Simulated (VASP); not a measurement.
# Li32H31 (a cell with a defect) in VASP: relaxation of the atoms with PBEsol

Aim: the relaxation of the atoms of Li32H31 (a cell with a defect) with PBEsol.

All numbers are computed with VASP 6.6.1; they aren't measurements. Logs are shortened: lines on timing, memory, paths and dates and some standing lists are left out, and cuts for length are marked.

### Step 1. The cell of the first run

The cell holds a defect, 63 atoms: a = 7.960 Å, b = 7.960 Å, c = 7.960 Å, α = 90.00°, β = 90.00°, γ = 90.00°.

### Step 2. Relaxation of the atoms, PBEsol

The input, INCAR:

```
SYSTEM = Li32H31
  PREC = Accurate
  ENCUT = 520
  EDIFF = 1E-6
  ISMEAR = -1
  SIGMA = 0.05
  LREAL = Auto
  LASPH = .True.
  NELM = 80
  ALGO = Normal
  ISIF = 2
  LWAVE = .False.
  LCHARG = .False.
  GGA = PS
  IBRION = 2
  NSW = 100
  EDIFFG = -0.03
  NELECT = 126.0
  ISYM = 0
```

The input, KPOINTS:

```
Automatic mesh
0
Gamma
  1 1 1
  0.25 0.25 0.25
```

The input, POSCAR:

```
Li32H31
1.0
    7.9599380000      0.0000000000      0.0000000000
    0.0000000000      7.9599380000      0.0000000000
    0.0000000000      0.0000000000      7.9599380000
H Li
31 32
Direct
    0.2512360000      0.0009810000      0.9991310000
    0.2446910000      0.9972680000      0.4969150000
    0.2514630000      0.5003480000      0.9967520000
    0.7477240000      0.0008080000      0.9985650000
    0.7582850000      0.0000110000      0.5035870000
    0.7479440000      0.5014140000      0.0017820000
    0.7451900000      0.5033160000      0.5011860000
    0.0020910000      0.2537070000      0.0014820000
    0.0016990000      0.2468550000      0.4974820000
    0.9962480000      0.7483690000      0.0015460000
    0.0024690000      0.7480260000      0.5000570000
    0.5054420000      0.2503440000      0.0004410000
    0.5008230000      0.2482970000      0.4961440000
    0.4986410000      0.7465220000      0.0007580000
    0.4978530000      0.7498580000      0.5009350000
    0.9978970000      0.9968730000      0.2497670000
    0.0016970000      0.0054700000      0.7512890000
    0.0004330000      0.4999790000      0.2486790000
    0.0032900000      0.5031150000      0.7450570000
    0.4967630000      0.0007290000      0.2499460000
    0.5059290000      0.9998530000      0.7499250000
    0.5020590000      0.5040200000      0.2513690000
    0.4994470000      0.4996770000      0.7493590000
    0.2518120000      0.2465980000      0.2467970000
    0.2508780000      0.2477740000      0.7495960000
    0.2565550000      0.7546260000      0.2487280000
    0.2476470000      0.7453730000      0.7506760000
    0.7516870000      0.2553120000      0.2550330000
    0.7513740000      0.2542210000      0.7478480000
    0.7504080000      0.7509950000      0.2523570000
    0.7524450000      0.7493200000      0.7486380000
    0.9991540000      0.0016210000      0.0009800000
    0.9995510000      0.0022050000      0.5001230000
    0.0019370000      0.5037790000      0.9984090000
    0.0024760000      0.4971260000      0.4981160000
    0.5004740000      0.0025390000      0.9949860000
    0.5031230000      0.0015450000      0.5005460000
    0.4996460000      0.4995300000      0.0041200000
    0.4961670000      0.4989500000      0.5008380000
    0.2471260000      0.2513280000      0.9978930000
    0.2491440000      0.2496120000      0.4995060000
    0.2554130000      0.7520940000      0.9992440000
    0.2517440000      0.7494840000      0.5003830000
    0.7533450000      0.2555550000      0.0004190000
    0.7509630000      0.2488630000      0.5007370000
    0.7480940000      0.7482090000      0.9967670000
    0.7472860000      0.7495930000      0.5051390000
    0.2526180000      0.9964660000      0.2508300000
    0.2502560000      0.9994630000      0.7537950000
    0.2510480000      0.5008540000      0.2501270000
    0.2461400000      0.5005600000      0.7469710000
    0.7475860000      0.0051120000      0.2511820000
    0.7510450000      0.0027950000      0.7498960000
    0.7512210000      0.4986620000      0.2521030000
    0.7482990000      0.4988910000      0.7488450000
    0.0031750000      0.2493540000      0.2453490000
    0.0033880000      0.2462150000      0.7585650000
    0.9978070000      0.7484750000      0.2489550000
    0.9984970000      0.7467600000      0.7481470000
    0.4995970000      0.2499590000      0.2523900000
    0.4996430000      0.2467090000      0.7483250000
    0.4980550000      0.7511170000      0.2494620000
    0.4968660000      0.7530550000      0.7483430000
```

Potentials or basis: VASP PAW PBE potentials, release 64 (H, Li_sv).

The run is started by

```
cat potpaw_PBE.64/H/POTCAR potpaw_PBE.64/Li_sv/POTCAR > POTCAR
mpirun -np 1 vasp_std > vasp.out
```

OUTCAR:

```text
SYSTEM = Li32H31
   PREC = Accurate
   ENCUT = 520
   EDIFF = 1E-6
   ISMEAR = -1
   LREAL = Auto
   LASPH = .True.
   NELM = 80
   ISIF = 2
   GGA = PS
   IBRION = 2
   NSW = 100
   EDIFFG = -0.03
   NELECT = 126.0
   ISYM = 0

 ion  position               nearest neighbor table
   1  0.251  0.001  0.999-
   2  0.245  0.997  0.497-
   3  0.251  0.500  0.997-
   4  0.748  0.001  0.999-
   5  0.758  0.000  0.504-
   6  0.748  0.501  0.002-
[... 55 lines left out ...]
  62  0.498  0.751  0.249-
  63  0.497  0.753  0.748-

IMPORTANT INFORMATION: All symmetrisations will be switched off!
NOSYMM: (Re-)initialisation of all symmetry stuff for point group C_1.

----------------------------------------------------------------------------------------

                                     Primitive cell

  volume of cell :     504.3466

  direct lattice vectors                    reciprocal lattice vectors
     7.959938000  0.000000000  0.000000000     0.125629119  0.000000000  0.000000000
     0.000000000  7.959938000  0.000000000     0.000000000  0.125629119  0.000000000
     0.000000000  0.000000000  7.959938000     0.000000000  0.000000000  0.125629119

  length of vectors
     7.959938000  7.959938000  7.959938000     0.125629119  0.125629119  0.125629119

  position of ions in fractional coordinates (direct lattice)
     0.251236000  0.000981000  0.999131000
     0.244691000  0.997268000  0.496915000
     0.251463000  0.500348000  0.996752000
     0.747724000  0.000808000  0.998565000
     0.758285000  0.000011000  0.503587000
     0.747944000  0.501414000  0.001782000
[... 55 lines left out ...]
     0.498055000  0.751117000  0.249462000
     0.496866000  0.753055000  0.748343000

  ion indices of the primitive-cell ions
   primitive index   ion index
                 1           1
                 2           2
                 3           3
                 4           4
                 5           5
                 6           6
[... 55 lines left out ...]
                62          62
                63          63

----------------------------------------------------------------------------------------

 KPOINTS: Automatic mesh

Automatic generation of k-mesh.
 Grid dimensions read from file:
 generate k-points for:    1    1    1

 Generating k-lattice:

  Cartesian coordinates                     Fractional coordinates (reciprocal lattice)
     0.125629119  0.000000000  0.000000000     1.000000000  0.000000000  0.000000000
     0.000000000  0.125629119  0.000000000     0.000000000  1.000000000  0.000000000
     0.000000000  0.000000000  0.125629119     0.000000000  0.000000000  1.000000000

  Length of vectors
     0.125629119  0.125629119  0.125629119

  Shift w.r.t. Gamma in fractional coordinates (k-lattice)
     0.250000000  0.250000000  0.250000000

 Subroutine IBZKPT returns following result:
 ===========================================

 Found      4 irreducible k-points:

 Following reciprocal coordinates:
            Coordinates               Weight
  0.250000  0.250000  0.250000      2.000000
 -0.250000  0.250000  0.250000      2.000000
 -0.250000 -0.250000  0.250000      2.000000
  0.250000 -0.250000  0.250000      2.000000
   k-points           NKPTS =      4   k-points in BZ     NKDIM =      4   number of bands    NBANDS=     95
   number of dos      NEDOS =    301   number of ions     NIONS =     63
   total plane-waves  NPLWV = 216000
   dimension x,y,z NGX =    60 NGY =   60 NGZ =   60
   dimension x,y,z NGXF=   120 NGYF=  120 NGZF=  120
   ions per type =              31  32
   NGX,Y,Z   is equivalent  to a cutoff of  12.53, 12.53, 12.53 a.u.
   NGXF,Y,Z  is equivalent  to a cutoff of  25.06, 25.06, 25.06 a.u.
 SYSTEM =  Li32H31
   PREC   = accura    normal or accurate (medium, high low for compatibility)
   ISTART =      0    job   : 0-new  1-cont  2-samecut
   ICHARG =      2    charge: 1-file 2-atom 10-const
   ISPIN  =      1    spin polarized calculation?
   LNONCOLLINEAR =      F non collinear calculations
   LSORBIT =      F    spin-orbit coupling
   LASPH  =      T    aspherical Exc in radial PAW
   ENCUT  =  520.0 eV  38.22 Ry    6.18 a.u.  14.80 14.80 14.80*2*pi/ulx,y,z
   NELM   =     80;   NELMIN=  2; NELMDL= -5     # of ELM steps
   EDIFF  = 0.1E-05   stopping-criterion for ELM
   LREAL  =      T    real-space projection
   EDIFFG = -.3E-01   stopping-criterion for IOM
   NSW    =    100    number of steps for IOM
   IBRION =      2    ionic relax: 0-MD 1-quasi-New 2-CG
   NFREE  =      1    steps in history (QN), initial steepest desc. (CG)
   ISIF   =      2    stress and relaxation
   ISYM   =      0    0-nonsym 1-usesym 2-fastsym
   POTIM  = 0.5000    time-step for ionic-motion
   TEBEG  =    0.0;   TEEND  =   0.0 temperature during run
   PSTRESS=    0.0 pullay stress
   NELECT =     126.0000    total number of electrons
   NUPDOWN=      -1.0000    fix difference up-down
   EMIN   =  10.00;   EMAX   =-10.00  energy-range for DOS
   EFERMI =   0.00;   METHOD = LEGACY
   ISMEAR =    -1;   SIGMA  =   0.05  broadening in eV -4-tet -1-fermi 0-gaus
   EFERMI_NEDOS =   21; number of points for ismear=-14 and -15
   IALGO  =     38    algorithm
   IMIX   =      4    mixing-type and parameters
     AMIX     =   0.40;   BMIX     =  1.00
     AMIX_MAG =   1.60;   BMIX_MAG =  1.00
  volume/ion in A,a.u.               =       8.01        54.02
  Fermi-wavevector in a.u.,A,eV,Ry     =   1.031071  1.948442 14.464460  1.063108
  Thomas-Fermi vector in A             =   2.165201
   LORBIT       =      0    0 simple, 1 ext, 2 COOP (PROOUT), +10 PAW based schemes
   GGA     = PS    functional components
   LHFCALC =     F    Hartree Fock is set to
   AEXX    =    0.0000 exact exchange contribution
   IVDW    =     0    specifies the selected vdW correction
   LEPSILON=     F    determine dielectric tensor
   LRPA    =     F    only Hartree local field effects (RPA)
 conjugate gradient relaxation of ions
 non-spin polarized calculation
  energy-cutoff  :      520.00
  volume of cell :      504.35
 maximum number of plane-waves:     13577
   NGX = 29   NGY = 29   NGZ = 29

--------------------------------------- Ionic step        1  -------------------------------------------

 number of electron     125.9999905 magnetization

 Free energy of the ion-electron system (eV)
  ---------------------------------------------------
  ext. energy  EPLUGINS =         0.00000000
  ---------------------------------------------------
  free energy    TOTEN  =      -192.72365662 eV

  energy without entropy =     -192.72365658  energy(sigma->0) =     -192.72365660

------------------------ aborting loop because EDIFF is reached ----------------------------------------

  FORCE on cell =-STRESS in cart. coord.  units (eV):
  Direction    XX          YY          ZZ          XY          YZ          ZX
  --------------------------------------------------------------------------------------
  -------------------------------------------------------------------------------------
  Total       -4.8041796     -4.5758255     -4.6542035      0.0155080     -0.0379313      0.0179413
  in kB      -15.2616244    -14.5362029    -14.7851895      0.0492649     -0.1204979      0.0569948
  external PRESSURE =     -14.8610056 kB  Pullay stress =       0.0000000 kB
[... 567 lines left out ...]
  energy  without entropy=     -193.5294228248  energy(sigma->0) =     -193.52942282

--------------------------------------- Ionic step        7  -------------------------------------------

 number of electron     125.9999739 magnetization

 Free energy of the ion-electron system (eV)
  ---------------------------------------------------
  ext. energy  EPLUGINS =         0.00000000
  ---------------------------------------------------
  free energy    TOTEN  =      -193.53080186 eV

  energy without entropy =     -193.53080186  energy(sigma->0) =     -193.53080186

 E-fermi :   0.9754     XC(G=0):  -8.5806

 val. band max:       -0.4511458389   @ k =   0.2500  -0.2500   0.2500
 cond. band min:       2.5525689393   @ k =  -0.2500  -0.2500   0.2500
 fundamental gap:      3.0037147782
 Fermi energy:         0.9754066966

 k-point     1 :       0.2500    0.2500    0.2500
  band No.  band energies     occupation
      1     -43.6099      2.00000
      2     -43.6035      2.00000
      3     -43.6019      2.00000
      4     -43.6010      2.00000
      5     -43.5984      2.00000
      6     -43.5971      2.00000
[... 67 lines left out ...]
     74       5.2405      0.00000
     75       5.2421      0.00000

 k-point     2 :      -0.2500    0.2500    0.2500
  band No.  band energies     occupation
      1     -43.6099      2.00000
      2     -43.6035      2.00000
      3     -43.6019      2.00000
      4     -43.6009      2.00000
      5     -43.5984      2.00000
      6     -43.5971      2.00000
[... 67 lines left out ...]
     74       5.2400      0.00000
     75       5.2426      0.00000

 k-point     3 :      -0.2500   -0.2500    0.2500
  band No.  band energies     occupation
      1     -43.6099      2.00000
      2     -43.6035      2.00000
      3     -43.6019      2.00000
      4     -43.6010      2.00000
      5     -43.5984      2.00000
      6     -43.5971      2.00000
[... 67 lines left out ...]
     74       5.2403      0.00000
     75       5.2417      0.00000

 k-point     4 :       0.2500   -0.2500    0.2500
  band No.  band energies     occupation
      1     -43.6099      2.00000
      2     -43.6035      2.00000
      3     -43.6019      2.00000
      4     -43.6010      2.00000
      5     -43.5984      2.00000
      6     -43.5971      2.00000
[... 67 lines left out ...]
     74       5.2405      0.00000
     75       5.2421      0.00000
 [bands above 75 left out]

------------------------ aborting loop because EDIFF is reached ----------------------------------------

  FORCE on cell =-STRESS in cart. coord.  units (eV):
  Direction    XX          YY          ZZ          XY          YZ          ZX
  --------------------------------------------------------------------------------------
  -------------------------------------------------------------------------------------
  Total       -4.1319674     -4.0793848     -4.0994474      0.0057800     -0.0049149      0.0050587
  in kB      -13.1261818    -12.9591404    -13.0228741      0.0183616     -0.0156133      0.0160703
  external PRESSURE =     -13.0360654 kB  Pullay stress =       0.0000000 kB
[... 78 lines left out ...]
  FREE ENERGIE OF THE ION-ELECTRON SYSTEM (eV)
  ---------------------------------------------------
  free  energy   TOTEN  =      -193.5308018569 eV

  energy  without entropy=     -193.5308018569  energy(sigma->0) =     -193.53080186

 reached required accuracy - stopping structural energy minimisation
```

It took 70 min on 1 thread of Intel Xeon 8259CL, shared host; peak memory 0.6 GiB.

Results:

| Property | Result |
| --- | --- |
| Free energy | -193.5308 eV |
| Energy gained by relaxing | 12.8 meV/atom |
| Ionic steps | 7 |
| Largest force after relaxing | 0.020 eV/Å |

Forces on the atoms (eV/Å):
```
H   -0.003  0.003  0.000
H    0.005  0.012 -0.002
H   -0.006 -0.002  0.005
H    0.002 -0.007 -0.004
H   -0.004 -0.001 -0.002
H    0.003 -0.007 -0.001
H    0.007 -0.003 -0.006
H   -0.001 -0.009 -0.002
H   -0.001  0.008  0.004
H    0.005 -0.004  0.002
H    0.001  0.006  0.006
H   -0.005 -0.006  0.001
H    0.002  0.008  0.000
H   -0.004  0.002  0.004
H    0.000 -0.005 -0.006
H    0.007  0.007  0.005
H   -0.001  0.005 -0.010
H   -0.005 -0.005  0.005
H    0.005  0.005  0.007
H   -0.009 -0.002  0.000
H   -0.003  0.001  0.006
H    0.001  0.000 -0.004
H    0.008  0.007  0.002
H   -0.005  0.006  0.012
H   -0.005  0.010 -0.003
H   -0.001 -0.006  0.010
H    0.002 -0.009 -0.005
H   -0.003 -0.005 -0.006
H   -0.007 -0.010 -0.002
H    0.007 -0.004 -0.008
H    0.003  0.005  0.000
Li   0.014  0.007 -0.003
Li  -0.003  0.004 -0.001
Li   0.000 -0.004 -0.001
Li   0.000  0.010  0.003
Li  -0.014 -0.006  0.005
Li  -0.001 -0.001 -0.008
Li   0.001  0.004  0.001
Li   0.004  0.005  0.003
Li  -0.006  0.003 -0.003
Li   0.001  0.015  0.003
Li   0.003  0.000  0.002
Li   0.003 -0.003  0.001
Li  -0.008 -0.003 -0.007
Li  -0.007  0.000 -0.002
Li   0.012 -0.009  0.003
Li   0.003 -0.003 -0.004
Li   0.002  0.003  0.012
Li   0.001  0.003 -0.003
Li   0.005 -0.001  0.008
Li   0.002  0.007 -0.006
Li   0.004 -0.006  0.008
Li  -0.009 -0.006 -0.014
Li   0.003 -0.004 -0.006
Li   0.004  0.001  0.002
Li  -0.012 -0.008  0.002
Li  -0.010 -0.017  0.003
Li  -0.001  0.008 -0.009
Li  -0.008  0.007  0.008
Li   0.005 -0.006 -0.012
Li   0.005  0.001  0.013
Li   0.001 -0.001 -0.011
Li   0.010  0.005  0.006
```

The path:
| step | energy change (eV) | largest force (eV/Å) | pressure (GPa) |
| --- | --- | --- | --- |
| 1 | 0.0000 | 1.0539 | -1.49 |
| 2 | -0.3552 | 0.7656 | -1.46 |
| 3 | -0.7612 | 0.1377 | -1.29 |
| 4 | -0.7815 | 0.1033 | -1.30 |
| 5 | -0.8011 | 0.0709 | -1.31 |
| 6 | -0.8058 | 0.0358 | -1.31 |
| 7 | -0.8071 | 0.0202 | -1.30 |

Final structure:
```cif
data_structure
_symmetry_space_group_name_H-M 'P 1'
_symmetry_Int_Tables_number 1
_cell_length_a 7.9599
_cell_length_b 7.9599
_cell_length_c 7.9599
_cell_angle_alpha 90.000
_cell_angle_beta 90.000
_cell_angle_gamma 90.000
_cell_volume 504.35
loop_
_atom_site_label
_atom_site_type_symbol
_atom_site_fract_x
_atom_site_fract_y
_atom_site_fract_z
_atom_site_occupancy
H1 H 0.25063 0.00011 0.99973 1
H2 H 0.25001 0.99936 0.49984 1
H3 H 0.25068 0.50048 0.99951 1
H4 H 0.75032 0.00106 0.00025 1
H5 H 0.75076 0.00044 0.50036 1
H6 H 0.75008 0.50097 0.00014 1
H7 H 0.74995 0.50035 0.50031 1
H8 H 0.00187 0.25222 0.00003 1
H9 H 0.00564 0.25451 0.49953 1
H10 H 0.00103 0.74924 0.99975 1
H11 H 0.00512 0.74479 0.49960 1
H12 H 0.49968 0.25197 0.99984 1
H13 H 0.49542 0.25437 0.49990 1
H14 H 0.49926 0.74911 0.99967 1
H15 H 0.49524 0.74563 0.50032 1
H16 H 0.00124 0.99992 0.25081 1
H17 H 0.00165 0.99999 0.74928 1
H18 H 0.00553 0.50056 0.25442 1
H19 H 0.00513 0.49991 0.74458 1
H20 H 0.49968 0.00057 0.25118 1
H21 H 0.49950 0.00025 0.74851 1
H22 H 0.49516 0.50039 0.25519 1
H23 H 0.49477 0.49974 0.74473 1
H24 H 0.25076 0.25455 0.25385 1
H25 H 0.25066 0.25416 0.74511 1
H26 H 0.25037 0.74587 0.25392 1
H27 H 0.25008 0.74563 0.74527 1
H28 H 0.75077 0.25216 0.25165 1
H29 H 0.75099 0.25218 0.74892 1
H30 H 0.74977 0.74944 0.25181 1
H31 H 0.75003 0.74890 0.74882 1
Li1 Li 0.99849 0.99998 0.00012 1
Li2 Li 0.99665 0.99983 0.49991 1
Li3 Li 0.99635 0.50084 0.99987 1
Li4 Li 0.97826 0.49956 0.49955 1
Li5 Li 0.50233 0.00081 0.99956 1
Li6 Li 0.50440 0.00015 0.50040 1
Li7 Li 0.50399 0.50025 0.99977 1
Li8 Li 0.52190 0.49985 0.49990 1
Li9 Li 0.25089 0.24609 0.99987 1
Li10 Li 0.25039 0.22705 0.49941 1
Li11 Li 0.25024 0.75421 0.99954 1
Li12 Li 0.25011 0.77196 0.49962 1
Li13 Li 0.75087 0.24993 0.00043 1
Li14 Li 0.75096 0.24633 0.50016 1
Li15 Li 0.74946 0.75190 0.99980 1
Li16 Li 0.75007 0.75428 0.50048 1
Li17 Li 0.25045 0.99972 0.24525 1
Li18 Li 0.25023 0.99986 0.75391 1
Li19 Li 0.25029 0.50048 0.22733 1
Li20 Li 0.25025 0.49963 0.77183 1
Li21 Li 0.75027 0.00079 0.24872 1
Li22 Li 0.75103 0.00080 0.75182 1
Li23 Li 0.74997 0.50078 0.24654 1
Li24 Li 0.74998 0.50032 0.75367 1
Li25 Li 0.00148 0.25091 0.24989 1
Li26 Li 0.00146 0.25118 0.74960 1
Li27 Li 0.00044 0.74965 0.25049 1
Li28 Li 0.00085 0.74944 0.74923 1
Li29 Li 0.49996 0.25081 0.25075 1
Li30 Li 0.49994 0.25042 0.74899 1
Li31 Li 0.49988 0.75023 0.25075 1
Li32 Li 0.49939 0.74969 0.74931 1
```

Levels at points of the mesh, in eV from the Fermi level:
| k point | band 60 | band 61 | band 62 | band 63 | band 64 | band 65 | band 66 | band 67 |
| --- | --- | --- | --- | --- | --- | --- | --- | --- |
| (0.25, 0.25, 0.25) | -1.50 | -1.47 | -1.43 | -1.43 | 1.58 | 3.28 | 3.28 | 3.49 |

Caveat: the cell carries a net charge on a neutralising background, which shifts energy and pressure; the cell is charged against a uniform background, so pressure and absolute levels hang on convention; the cutoff is under 1.25 times the usual one of these potentials, so pressure, stress and relaxed cells hold a basis-set (Pulay) error; the PAW data sets were made with another functional, which shifts forces and pressure a little.
